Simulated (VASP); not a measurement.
# C (a cell with a defect) in VASP: single point with PBEsol

Aim: the single point of C (a cell with a defect) with PBEsol.

Everything below comes from runs of VASP 6.6.1. Logs are shortened: lines on timing, memory, paths and dates and some standing lists are left out, and cuts for length are marked.

**1. The cell of the first run**

The cell holds a defect, 63 atoms: a = 7.140 Å, b = 7.140 Å, c = 7.140 Å, α = 90.00°, β = 90.00°, γ = 90.00°.

**2. Single point, PBEsol**

Input file INCAR:

```
SYSTEM = C
PREC = Accurate
ENCUT = 520
EDIFF = 1E-6
ISMEAR = 0
SIGMA = 0.05
LREAL = Auto
LASPH = .True.
NELM = 120
ALGO = Normal
ISIF = 2
LWAVE = .False.
LCHARG = .True.
GGA = PS
LELF = .True.
LVHAR = .True.
NBANDS = 163
NELECT = 254.0
GGA_COMPAT = .False.
```

Input file KPOINTS:

```
regular mesh
0
Gamma
  2 2 2
  0 0 0
```

Input file POSCAR:

```
C
1.0
    7.1400000000      0.0000000000      0.0000000000
    0.0000000000      7.1400000000      0.0000000000
    0.0000000000      0.0000000000      7.1400000000
C
63
Direct
    0.4978229692     -0.0002600840      0.0012075630
    0.6247303922      0.1258158263      0.1246766106
    0.7499964986      0.2502032213      0.0002659664
    0.8756336134      0.3762450980      0.1263532213
    0.7503960784      0.0020948179      0.2495054622
    0.8772294118      0.1252866947      0.3727801120
   -0.0023959384     -0.0026256303     -0.0038837535
    0.1236198880      0.1234214286      0.1223621849
    0.2490897759      0.2488464986     -0.0010543417
    0.3752736695      0.3750584034      0.1251301120
    0.5011182073      0.5008644258      0.0018904762
    0.6272372549      0.6270249300      0.1277712885
    0.7506361345      0.7503841737     -0.0008359944
    0.8746617647      0.8744747899      0.1246277311
    0.2513508403     -0.0002602241      0.2476794118
    0.3748197479      0.1258156863      0.3745875350
    0.5010852941      0.2518001401      0.2509418768
    0.6272704482      0.3776487395      0.3771270308
    0.7531526611      0.5051334734      0.2552620448
    0.8819170868      0.6319441176      0.3821617647
    0.4996490196      0.0020945378      0.5002530812
    0.6229246499      0.1252865546      0.6270861345
    0.7506488796      0.2489977591      0.5005058824
    0.8747309524      0.3744341737      0.6245882353
    0.7345271709      0.0031969188      0.7533456583
    0.8704836134      0.1191656863      0.8692878151
   -0.0000383754      0.4976085434      0.0012750700
    0.1259950980      0.6245417367      0.1247508403
    0.2503596639      0.7498225490      0.0002161064
    0.3763813725      0.8754152661      0.1262379552
   -0.0000810924      0.2511319328      0.2477186275
    0.1259932773      0.3746182073      0.3746089636
    0.2520347339      0.5008644258      0.2509739496
    0.3779155462      0.6270249300      0.3770932773
    0.5052766106      0.7530278711      0.2551331933
    0.6318742297      0.8816640056      0.3817302521
    0.0034847339      0.0031945378      0.4843830532
    0.1194289916      0.1191645658      0.6203410364
    0.2504082633      0.2502023810      0.4998530812
    0.3764970588      0.3762453782      0.6254896359
    0.5054047619      0.5051330532      0.5030100840
    0.6323064426      0.6319441176      0.6317739496
    0.7754766106      0.7748620448      0.5253285714
    0.2462591036     -0.0026263305      0.7474605042
    0.3725056022      0.1234211485      0.8734763305
    0.4978621849      0.2511316527      0.7497754902
    0.6247522409      0.3746183473      0.8758507003
    0.7505385154      0.4993810924      0.7522445378
    0.8772945378      0.6226422969      0.8754666667
    0.0023117647      0.7502530812      0.2496410364
    0.1256239496      0.8770838936      0.3727799720
    0.0023880952      0.4993813725      0.5003948179
    0.1256103641      0.6226428571      0.6271502801
    0.2493067227      0.7503847339      0.5004927171
    0.3747718487      0.8744746499      0.6245182073
   -0.0023299720      0.2459620448      0.7475267507
    0.1236799720      0.3722778711      0.8735365546
    0.2514182073      0.4976095238      0.7498179272
    0.3748943978      0.6245418768      0.8758511204
    0.4997847339      0.7502535014      0.7521684874
    0.6229239496      0.8770837535      0.8754803922
    0.0034320728      0.7342899160      0.7532901961
    0.1193547619      0.8702124650      0.8692114846
```

Potentials or basis: VASP PAW PBE potentials, release 64 (C).

Launch:

```
> cat potpaw_PBE.64/C/POTCAR > POTCAR
> mpirun -np 1 vasp_std > vasp.out
```

OUTCAR:

```text
SYSTEM = C
   PREC = Accurate
   ENCUT = 520
   EDIFF = 1E-6
   ISMEAR = 0
   LREAL = Auto
   LASPH = .True.
   NELM = 120
   ISIF = 2
   GGA = PS
   NELECT = 254.0

 ion  position               nearest neighbor table
   1  0.498  1.000  0.001-  30 1.53  61 1.54   2 1.55  45 1.55
   2  0.625  0.126  0.125-   3 1.54   5 1.54  17 1.55   1 1.55
   3  0.750  0.250  0.000-   2 1.54  47 1.54   4 1.56  26 1.58
   4  0.876  0.376  0.126-  31 1.53  27 1.53   3 1.56  19 1.57
   5  0.750  0.002  0.250-  36 1.53   6 1.54   2 1.54  14 1.55
   6  0.877  0.125  0.373-  37 1.49   5 1.54  31 1.54  23 1.56
[... 40 lines left out ...]
  47  0.625  0.375  0.876-   3 1.54  48 1.54  11 1.55  46 1.55
  48  0.751  0.499  0.752-  42 1.53  49 1.54  47 1.54  24 1.55
  49  0.877  0.623  0.875-  62 1.49  48 1.54  27 1.54  13 1.56
[... 10 lines left out ...]
  60  0.500  0.750  0.752-  42 1.53  61 1.54  59 1.54  55 1.55
  61  0.623  0.877  0.875-  25 1.49  60 1.54   1 1.54  13 1.56
  62  0.003  0.734  0.753-  49 1.49  53 1.49  63 1.52
  63  0.119  0.870  0.869-  62 1.52  44 1.55   7 1.55  29 1.58

  LATTYP: Found a simple cubic cell.
 ALAT       =     7.1400000000

  Lattice vectors:

 A1 = (   7.1400000000,   0.0000000000,   0.0000000000)
 A2 = (   0.0000000000,   7.1400000000,   0.0000000000)
 A3 = (   0.0000000000,   0.0000000000,   7.1400000000)

Analysis of symmetry for initial positions (statically):
=====================================================================
 Subroutine PRICEL returns:
 Original cell was already a primitive cell.

 Routine SETGRP: Setting up the symmetry group for a
 simple cubic supercell.

 Subroutine GETGRP returns: Found  2 space group operations
 (whereof  1 operations were pure point group operations)
 out of a pool of 48 trial point group operations.

The static configuration has the point symmetry C_1 .
 The point group associated with its full space group is C_1h.

Analysis of symmetry for dynamics (positions and initial velocities):
=====================================================================
 Subroutine PRICEL returns:
 Original cell was already a primitive cell.

 Routine SETGRP: Setting up the symmetry group for a
 simple cubic supercell.

 Subroutine GETGRP returns: Found  2 space group operations
 (whereof  1 operations were pure point group operations)
 out of a pool of 48 trial point group operations.

The dynamic configuration has the point symmetry C_1 .
 The point group associated with its full space group is C_1h.

 Subroutine INISYM returns: Found  2 space group operations
 (whereof  1 operations are pure point group operations),
 and found     1 'primitive' translations

----------------------------------------------------------------------------------------

                                     Primitive cell

  volume of cell :     363.9943

  direct lattice vectors                    reciprocal lattice vectors
     7.140000000  0.000000000  0.000000000     0.140056022  0.000000000  0.000000000
     0.000000000  7.140000000  0.000000000     0.000000000  0.140056022  0.000000000
     0.000000000  0.000000000  7.140000000     0.000000000  0.000000000  0.140056022

  length of vectors
     7.140000000  7.140000000  7.140000000     0.140056022  0.140056022  0.140056022

  position of ions in fractional coordinates (direct lattice)
     0.497822969  0.999739916  0.001207563
     0.624730392  0.125815826  0.124676611
     0.749996499  0.250203221  0.000265966
     0.875633613  0.376245098  0.126353221
     0.750396078  0.002094818  0.249505462
     0.877229412  0.125286695  0.372780112
[... 55 lines left out ...]
     0.003432073  0.734289916  0.753290196
     0.119354762  0.870212465  0.869211485

  ion indices of the primitive-cell ions
   primitive index   ion index
                 1           1
                 2           2
                 3           3
                 4           4
                 5           5
                 6           6
[... 55 lines left out ...]
                62          62
                63          63

----------------------------------------------------------------------------------------

 KPOINTS: regular mesh

Automatic generation of k-mesh.
 Grid dimensions read from file:
 generate k-points for:    2    2    2

 Generating k-lattice:

  Cartesian coordinates                     Fractional coordinates (reciprocal lattice)
     0.070028011  0.000000000  0.000000000     0.500000000  0.000000000  0.000000000
     0.000000000  0.070028011  0.000000000     0.000000000  0.500000000  0.000000000
     0.000000000  0.000000000  0.070028011     0.000000000  0.000000000  0.500000000

  Length of vectors
     0.070028011  0.070028011  0.070028011

  Shift w.r.t. Gamma in fractional coordinates (k-lattice)
     0.000000000  0.000000000  0.000000000

 Subroutine IBZKPT returns following result:
 ===========================================

 Found      6 irreducible k-points:

 Following reciprocal coordinates:
            Coordinates               Weight
  0.000000  0.000000  0.000000      1.000000
  0.500000  0.000000  0.000000      2.000000
  0.000000  0.500000  0.000000      1.000000
  0.500000  0.500000  0.000000      2.000000
  0.500000  0.000000  0.500000      1.000000
  0.500000  0.500000  0.500000      1.000000
   k-points           NKPTS =      6   k-points in BZ     NKDIM =      6   number of bands    NBANDS=    163
   number of dos      NEDOS =    301   number of ions     NIONS =     63
   total plane-waves  NPLWV = 157464
   dimension x,y,z NGX =    54 NGY =   54 NGZ =   54
   dimension x,y,z NGXF=   108 NGYF=  108 NGZF=  108
   ions per type =              63
   NGX,Y,Z   is equivalent  to a cutoff of  12.57, 12.57, 12.57 a.u.
   NGXF,Y,Z  is equivalent  to a cutoff of  25.15, 25.15, 25.15 a.u.
 SYSTEM =  C
   PREC   = accura    normal or accurate (medium, high low for compatibility)
   ISTART =      0    job   : 0-new  1-cont  2-samecut
   ICHARG =      2    charge: 1-file 2-atom 10-const
   ISPIN  =      1    spin polarized calculation?
   LNONCOLLINEAR =      F non collinear calculations
   LSORBIT =      F    spin-orbit coupling
   LASPH  =      T    aspherical Exc in radial PAW
   ENCUT  =  520.0 eV  38.22 Ry    6.18 a.u.  13.28 13.28 13.28*2*pi/ulx,y,z
   NELM   =    120;   NELMIN=  2; NELMDL= -5     # of ELM steps
   EDIFF  = 0.1E-05   stopping-criterion for ELM
   LREAL  =      T    real-space projection
   EDIFFG = 0.1E-04   stopping-criterion for IOM
   NSW    =      0    number of steps for IOM
   IBRION =     -1    ionic relax: 0-MD 1-quasi-New 2-CG
   NFREE  =      0    steps in history (QN), initial steepest desc. (CG)
   ISIF   =      2    stress and relaxation
   ISYM   =      2    0-nonsym 1-usesym 2-fastsym
   POTIM  = 0.5000    time-step for ionic-motion
   TEBEG  =    0.0;   TEEND  =   0.0 temperature during run
   PSTRESS=    0.0 pullay stress
   NELECT =     254.0000    total number of electrons
   NUPDOWN=      -1.0000    fix difference up-down
   EMIN   =  10.00;   EMAX   =-10.00  energy-range for DOS
   EFERMI =   0.00;   METHOD = LEGACY
   ISMEAR =     0;   SIGMA  =   0.05  broadening in eV -4-tet -1-fermi 0-gaus
   EFERMI_NEDOS =   21; number of points for ismear=-14 and -15
   IALGO  =     38    algorithm
   IMIX   =      4    mixing-type and parameters
     AMIX     =   0.40;   BMIX     =  1.00
     AMIX_MAG =   1.60;   BMIX_MAG =  1.00
  volume/ion in A,a.u.               =       5.78        38.99
  Fermi-wavevector in a.u.,A,eV,Ry     =   1.452071  2.744016 28.688024  2.108510
  Thomas-Fermi vector in A             =   2.569495
   LORBIT       =      0    0 simple, 1 ext, 2 COOP (PROOUT), +10 PAW based schemes
   GGA     = PS    functional components
   LHFCALC =     F    Hartree Fock is set to
   AEXX    =    0.0000 exact exchange contribution
   IVDW    =     0    specifies the selected vdW correction
   LEPSILON=     F    determine dielectric tensor
   LRPA    =     F    only Hartree local field effects (RPA)
 non-spin polarized calculation
 Gauss-broadening in eV      SIGMA  =   0.05
  energy-cutoff  :      520.00
  volume of cell :      363.99
 maximum number of plane-waves:      9808
 NGX is ok and might be reduce to    54
   NGX = 27   NGY = 27   NGZ = 27

 number of electron     253.9999996 magnetization

 Free energy of the ion-electron system (eV)
  ---------------------------------------------------
  ext. energy  EPLUGINS =         0.00000000
  ---------------------------------------------------
  free energy    TOTEN  =      -575.76589022 eV

  energy without entropy =     -575.75554752  energy(sigma->0) =     -575.76071887

 E-fermi :  11.9388     XC(G=0): -13.3831

 val. band max:       11.9087147064   @ k =   0.0000   0.0000   0.0000
 cond. band min:      11.9789644646   @ k =   0.0000   0.5000   0.0000
 fundamental gap:      0.0702497582
 Fermi energy:        11.9387945172

 k-point     1 :       0.0000    0.0000    0.0000
  band No.  band energies     occupation
      1     -12.0571      2.00000
      2      -9.8786      2.00000
      3      -9.8761      2.00000
      4      -9.8128      2.00000
      5      -9.8118      2.00000
      6      -9.7142      2.00000
[... 841 lines left out ...]
    138      15.2604      0.00000
    139      15.2695      0.00000
 [bands above 139 left out]

------------------------ aborting loop because EDIFF is reached ----------------------------------------

  FORCE on cell =-STRESS in cart. coord.  units (eV):
  Direction    XX          YY          ZZ          XY          YZ          ZX
  --------------------------------------------------------------------------------------
  -------------------------------------------------------------------------------------
  Total       14.9593131     15.0327575     14.9593131     -9.9254793     -9.9254793     -9.9344122
  in kB       65.8457274     66.1690042     65.8457274    -43.6885302    -43.6885304    -43.7278500
  external PRESSURE =      65.9534863 kB  Pullay stress =       0.0000000 kB

 VOLUME and BASIS-vectors are now :
 -----------------------------------------------------------------------------
  energy-cutoff  :      520.00
  volume of cell :      363.99
      direct lattice vectors                 reciprocal lattice vectors
     7.140000000  0.000000000  0.000000000     0.140056022  0.000000000  0.000000000
     0.000000000  7.140000000  0.000000000     0.000000000  0.140056022  0.000000000
     0.000000000  0.000000000  7.140000000     0.000000000  0.000000000  0.140056022

 POSITION                                       TOTAL-FORCE (eV/Angst)
 -----------------------------------------------------------------------------------
      3.55446      7.13814      0.00862        -0.010623     -0.114151      0.046050
      4.46058      0.89832      0.89019         0.039520     -0.005349      0.069571
      5.35498      1.78645      0.00190        -0.083385      0.064102      0.070769
      6.25202      2.68639      0.90216         0.186203      0.030484      0.025214
      5.35783      0.01496      1.78147         0.061877      0.054555      0.016434
      6.26342      0.89455      2.66165         0.158831     -0.022212     -0.015706
[... 55 lines left out ...]
      0.02450      5.24283      5.37849         0.241118     -0.087037      0.241118
      0.85219      6.21332      6.20617         0.132408      0.175289      0.132408
 -----------------------------------------------------------------------------------
    total drift:                               -0.003143      0.033219      0.021881

  FREE ENERGIE OF THE ION-ELECTRON SYSTEM (eV)
  ---------------------------------------------------
  free  energy   TOTEN  =      -575.7658902245 eV

  energy  without entropy=     -575.7555475167  energy(sigma->0) =     -575.76071887
```

Run time: 12 min. Hardware: 1 thread of AMD EPYC 7R13 (Zen 3), shared host; peak memory 0.49 GiB.

Results:

```
Free energy   : -575.7659 eV
Largest force : 2.724 eV/Å
```

Forces in eV/Å, atoms in the order of the input:
```
C   -0.011 -0.114  0.046
C    0.040 -0.005  0.070
C   -0.083  0.064  0.071
C    0.186  0.030  0.025
C    0.062  0.055  0.016
C    0.159 -0.022 -0.016
C   -0.021 -0.023 -0.010
C    0.089  0.085  0.011
C   -0.054 -0.055 -0.054
C    0.058  0.058  0.058
C   -0.070 -0.063 -0.042
C    0.038  0.038  0.021
C    0.027  0.031  0.108
C    0.027  0.019 -0.100
C    0.046 -0.114 -0.011
C    0.070 -0.005  0.040
C   -0.062 -0.031 -0.062
C    0.036  0.028  0.036
C   -0.189 -0.182 -0.192
C   -0.273  0.263  0.260
C    0.016  0.055  0.062
C   -0.016 -0.022  0.159
C    0.025  0.106  0.025
C    0.025 -0.097  0.025
C   -0.059  0.270  0.244
C    0.156  0.125  0.122
C   -0.113 -0.009  0.049
C    0.000  0.035  0.065
C    0.073 -0.102  0.073
C    0.030  0.207  0.030
C   -0.116  0.047 -0.016
C    0.005  0.067  0.041
C   -0.042 -0.063 -0.070
C    0.021  0.038  0.038
C   -0.191 -0.227 -0.191
C    0.325 -0.277  0.325
C    0.244  0.270 -0.059
C    0.122  0.125  0.156
C    0.071  0.064 -0.083
C    0.025  0.030  0.186
C   -0.192 -0.182 -0.189
C    0.260  0.263 -0.273
C   -1.588 -1.541 -1.588
C   -0.010 -0.023 -0.021
C    0.011  0.085  0.089
C   -0.016  0.047 -0.116
C    0.041  0.067  0.005
C    0.053  0.025  0.048
C    0.149 -0.017 -0.017
C    0.066  0.063  0.005
C   -0.028  0.137 -0.016
C    0.048  0.025  0.053
C   -0.017 -0.017  0.149
C    0.108  0.031  0.027
C   -0.100  0.019  0.027
C   -0.024 -0.001 -0.024
C    0.088  0.005  0.088
C    0.049 -0.009 -0.113
C    0.065  0.035  0.000
C    0.005  0.063  0.066
C   -0.016  0.137 -0.028
C    0.241 -0.087  0.241
C    0.132  0.175  0.132
```

Caveat: the k points lie up to 0.44 Å⁻¹ apart; the cell carries a net charge on a neutralising background, which shifts energy and pressure; the cell is charged against a uniform background, so pressure and absolute levels hang on convention; the PAW data sets were made with another functional, which shifts forces and pressure a little.
